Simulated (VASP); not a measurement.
# Si5W3 in VASP: further runs, part 2 of 3

VASP 6.6.1. The steps go on from the part before.

## (3) Single point, PBE

INCAR reads:

```
SYSTEM = Si5W3
  PREC = Accurate
  ENCUT = 400
  EDIFF = 1E-6
  ISMEAR = -1
  SIGMA = 0.1224
  LREAL = Auto
  LASPH = .True.
  NELM = 120
  ALGO = Normal
  ISIF = 2
  LWAVE = .False.
  LCHARG = .False.
  GGA = PE
  NBANDS = 111
  ISYM = -1
  GGA_COMPAT = .False.
```

KPOINTS reads:

```
explicit points
1
Reciprocal
  0.25000000   0.25000000   0.25000000 1
```

POSCAR reads:

```
Si5W3
1.0
    7.2041990000     -0.0818820000      0.0070510000
   -0.0818820000      7.4902340000      0.1623590000
    0.0070510000      0.1623590000      7.4951860000
Si W
15 9
Direct
    0.6492851508      0.8582293739      0.2986956731
    0.0685875402      0.8015458749      0.8679464662
    0.2013861912      0.7182969223      0.5638053620
    0.2280406760      0.1650727637      0.3172709838
    0.9758737026      0.0775431211      0.8634283780
    0.5566582609      0.6391412747      0.0008905269
    0.3301689149      0.8800388365      0.3080092680
    0.5689562151      0.8939645983      0.6157727229
    0.4716137302      0.9794425277      0.9802225511
   -0.0122788030      0.8297810674      0.1856578547
    0.2578460025      0.2869144334      1.0257004679
    0.6133414168      0.3277076153      0.0700232188
    0.1272601627      0.4179119899      0.4745331091
    0.6879859277      0.5797471918      0.7527056483
    0.9410132260      0.3174010234      0.2078979765
    0.2153934970      0.6360512895      0.1050256270
    0.5044068338      0.5554509922      0.3582796958
    0.9159050382      0.9647875610      0.4695184362
    0.3460259139      0.5092286527      0.7678510335
    0.8254399943      0.5967248628      0.4613592205
    0.9544134938      0.4036799929      0.8481616534
    0.6341580474      0.2407096625      0.7152201655
    0.2585359841      0.1950548798      0.6785995901
    0.5562038921      0.1933516193      0.3916457618
```

Potentials or basis: VASP PAW PBE potentials, release 64 (Si, W_sv).

The run is started by

```console
$ cat potpaw_PBE.64/Si/POTCAR potpaw_PBE.64/W_sv/POTCAR > POTCAR
$ mpirun -np 1 vasp_std > vasp.out
```

OUTCAR:

```text
SYSTEM = Si5W3
   PREC = Accurate
   ENCUT = 400
   EDIFF = 1E-6
   ISMEAR = -1
   LREAL = Auto
   LASPH = .True.
   NELM = 120
   ISIF = 2
   GGA = PE
   ISYM = -1

 ion  position               nearest neighbor table
   1  0.649  0.858  0.299-   7 2.31  18 2.45   8 2.47  17 2.50  10 2.60  20 2.62  24 2.73   9 2.84
                             6 2.90
   2  0.069  0.802  0.868-   5 2.19  16 2.39  10 2.47   3 2.58  21 3.08  19 3.11
   3  0.201  0.718  0.564-   7 2.40  19 2.40  13 2.42   2 2.58  18 2.86  20 2.95   8 2.96  17 2.98

   4  0.228  0.165  0.317-   7 2.28  11 2.34  13 2.40  24 2.44  15 2.51  23 2.74  18 2.88
   5  0.976  0.078  0.863-   2 2.19  21 2.45  23 2.58  11 2.85  22 2.97  10 2.98  18 3.13
   6  0.557  0.639  0.001-  14 2.15  12 2.41  19 2.53  16 2.58   9 2.63  17 2.75   1 2.90
   7  0.330  0.880  0.308-   4 2.28   1 2.31   3 2.40  16 2.55  10 2.66   9 2.73  17 2.77   8 2.88
                            24 2.92  18 3.30
   8  0.569  0.894  0.616-   1 2.47  14 2.69  24 2.75  18 2.76  22 2.76   7 2.88   9 2.92   3 2.96
                            20 3.18  23 3.26  17 3.28
   9  0.472  0.979  0.980-   6 2.63   7 2.73  11 2.83   1 2.84  12 2.89   8 2.92  22 2.95  23 3.14
[... 187 lines left out ...]
      1     -65.2403      2.00000
      2     -65.2116      2.00000
      3     -65.1237      2.00000
      4     -65.0936      2.00000
      5     -65.0077      2.00000
      6     -64.9841      2.00000
[... 97 lines left out ...]
    104      10.2666      0.00003
    105      10.3519      0.00001
 [bands above 105 left out]

------------------------ aborting loop because EDIFF is reached ----------------------------------------

  FORCE on cell =-STRESS in cart. coord.  units (eV):
  Direction    XX          YY          ZZ          XY          YZ          ZX
  --------------------------------------------------------------------------------------
  -------------------------------------------------------------------------------------
  Total        1.2419145     -8.7070668     -9.6635447     -6.7881121      6.5713103      4.1735826
  in kB        4.9226314    -34.5125871    -38.3038212    -26.9063412     26.0469945     16.5430146
  external PRESSURE =     -22.6312589 kB  Pullay stress =       0.0000000 kB

 VOLUME and BASIS-vectors are now :
 -----------------------------------------------------------------------------
  energy-cutoff  :      400.00
  volume of cell :      404.21
      direct lattice vectors                 reciprocal lattice vectors
     7.204199000 -0.081882000  0.007051000     0.138825386  0.001521161 -0.000163549
    -0.081882000  7.490234000  0.162359000     0.001521161  0.133586562 -0.002895152
     0.007051000  0.162359000  7.495186000    -0.000163549 -0.002895152  0.133481839

 POSITION                                       TOTAL-FORCE (eV/Angst)
 -----------------------------------------------------------------------------------
      4.60941      6.42367      2.38270         1.150109      0.102881     -0.981605
      0.43461      6.13907      6.63604         0.200982     -1.736994     -1.090632
      1.39599      5.45526      4.34387        -1.069580      1.113607     -0.876234
      1.63157      1.26927      2.40641        -1.447031     -0.017693      1.651476
      7.03013      0.64109      6.49103        -1.280379      1.014457     -0.732076
      3.95795      4.74188      0.11437        -0.721151      1.380401      3.409330
[... 16 lines left out ...]
      1.85136      1.55001      5.11972         0.587250     -1.041375     -0.004977
      3.99393      1.46629      2.97077         1.805871     -1.258443     -0.281967
 -----------------------------------------------------------------------------------
    total drift:                               -0.007767      0.011696     -0.006928

  FREE ENERGIE OF THE ION-ELECTRON SYSTEM (eV)
  ---------------------------------------------------
  free  energy   TOTEN  =      -183.8420846174 eV

  energy  without entropy=     -183.1271353357  energy(sigma->0) =     -183.48460998
```

Run time: 54 s. Hardware: 1 thread of AMD EPYC 9R45 (Zen 5), shared host; peak memory 0.3 GiB.

What came out:

| Quantity | Value |
| --- | --- |
| Free energy | -183.8421 eV |
| Pressure | -2.3 GPa |
| Largest force | 3.748 eV/Å |

Forces in eV/Å, atoms in the order of the input:
```
Si   1.150  0.103 -0.982
Si   0.201 -1.737 -1.091
Si  -1.070  1.114 -0.876
Si  -1.447 -0.018  1.651
Si  -1.280  1.014 -0.732
Si  -0.721  1.380  3.409
Si  -0.366 -0.600  0.164
Si   0.159  0.599  0.619
Si  -0.087  0.359 -0.768
Si  -1.525  1.665  0.909
Si   0.067 -0.207 -0.794
Si   0.624  0.282  0.253
Si  -0.877  0.998  0.446
Si   0.861 -0.344 -1.428
Si  -0.878  0.601  0.309
W    0.955 -3.048 -0.799
W   -2.342 -0.376 -0.340
W    1.138  0.424  0.593
W   -0.358  0.345 -0.395
W    2.563  0.483 -0.920
W    0.249  0.156  0.915
W    0.591 -0.893  0.143
W    0.587 -1.041 -0.005
W    1.806 -1.258 -0.282
```

Stress tensor (GPa, compression positive):
```
 0.49 -2.69  1.65
-2.69 -3.45  2.60
 1.65  2.60 -3.83
```

Caveat: the atoms stand as in a frame of molecular dynamics; spin-orbit coupling is left out, which moves the levels of the heavy elements.

## (4) Single point, PBE

INCAR reads:

```
ALGO = Normal
EDIFF = 1E-6
ENCUT = 400
GGA = PE
GGA_COMPAT = False
ISIF = 2
ISMEAR = -1
ISYM = -1
LASPH = True
LCHARG = False
LREAL = Auto
LWAVE = False
NBANDS = 111
NELM = 120
PREC = Accurate
SIGMA = 0.1224
```

KPOINTS is that of step 3.

POSCAR reads:

```
Si5W3
1.0
    7.2041990000     -0.0818820000      0.0070510000
   -0.0818820000      7.4902340000      0.1623590000
    0.0070510000      0.1623590000      7.4951860000
Si W
15 9
Direct
    0.6720609945      0.8449255152      0.2731593367
    0.0497589815      0.7626468065      0.8558276708
    0.1743502447      0.7533808897      0.5594207387
    0.2002882804      0.2014984759      0.3359054300
    0.9264220134      0.0718240457      0.8636440134
    0.5618803743      0.6588650363      0.0537733838
    0.2953035786      0.8982465099      0.3149163222
    0.5743789873      0.9447497208      0.5967197390
    0.5127505943      1.0016064954      0.9777654306
   -0.0279545964      0.8265426088      0.1957789275
    0.2693892608      0.3099050228      1.0086228236
    0.6713366913      0.3748688363      0.0355821824
    0.1122794934      0.4418457409      0.5026803450
    0.6985407699      0.5843792085      0.7537118312
    0.9179882974      0.3372342470      0.2385534194
    0.2218624468      0.6256583371      0.1215343270
    0.4908472998      0.5492204254      0.3726621536
    0.9088990363      0.9713969670      0.4985672554
    0.3494398848      0.5012618206      0.7629913029
    0.8339978956      0.6084919298      0.4552163668
    0.9575645214      0.4238295104      0.8674855670
    0.6107212903      0.2244549328      0.7128222736
    0.2598789750      0.1934426537      0.6689291550
    0.5851369146      0.2070361414      0.3848757081
```

The run is started by

```console
$ cat potpaw_PBE.64/Si/POTCAR potpaw_PBE.64/W_sv/POTCAR > POTCAR
$ mpirun -np 1 vasp_std > vasp.out
```

Run time: 54 s. Hardware: 1 thread of AMD EPYC 9R45 (Zen 5), shared host; peak memory 0.3 GiB.

It converged, with:

| Quantity | Value |
| --- | --- |
| Free energy | -184.4452 eV |
| Pressure | -1.1 GPa |
| Largest force | 3.961 eV/Å |

Forces on the atoms (eV/Å):
```
Si  -0.910  1.483  0.669
Si   0.106 -0.077  0.597
Si   0.327 -1.248  0.729
Si   0.577 -0.413 -0.804
Si   0.184  0.326 -0.846
Si  -1.368  0.448 -1.832
Si   1.201  0.472 -0.808
Si  -0.772 -2.980 -0.087
Si  -0.480  0.046  0.082
Si   0.547  0.735 -0.277
Si  -0.240 -2.270  1.498
Si  -1.141 -1.071  0.614
Si   0.253  0.372  0.527
Si  -1.168  0.169 -0.067
Si   0.111  0.096  0.191
W   -0.971 -0.712 -0.891
W   -1.125  0.511  1.234
W    0.599  0.778 -0.201
W    0.449  3.496 -0.288
W    0.698 -0.661  0.171
W    1.264 -0.696 -0.296
W    2.697  1.918  2.176
W   -0.940 -0.606  0.897
W    0.102 -0.117 -2.987
```

Stress tensor (GPa, compression positive):
```
 1.31 -2.21  1.58
-2.21 -1.90  2.03
 1.58  2.03 -2.83
```

Levels at points of the mesh, in eV from the Fermi level:
| k point | band 89 | band 90 | band 91 | band 92 | band 93 | band 94 | band 95 | band 96 | band 97 | band 98 |
| --- | --- | --- | --- | --- | --- | --- | --- | --- | --- | --- |
| (0.25, 0.25, 0.25) | -0.72 | -0.60 | -0.36 | -0.23 | -0.08 | 0.09 | 0.23 | 0.36 | 0.40 | 0.67 |

Caveat: the atoms stand as in a frame of molecular dynamics; spin-orbit coupling is left out, which moves the levels of the heavy elements.

(Continued in part 3 of 3.)
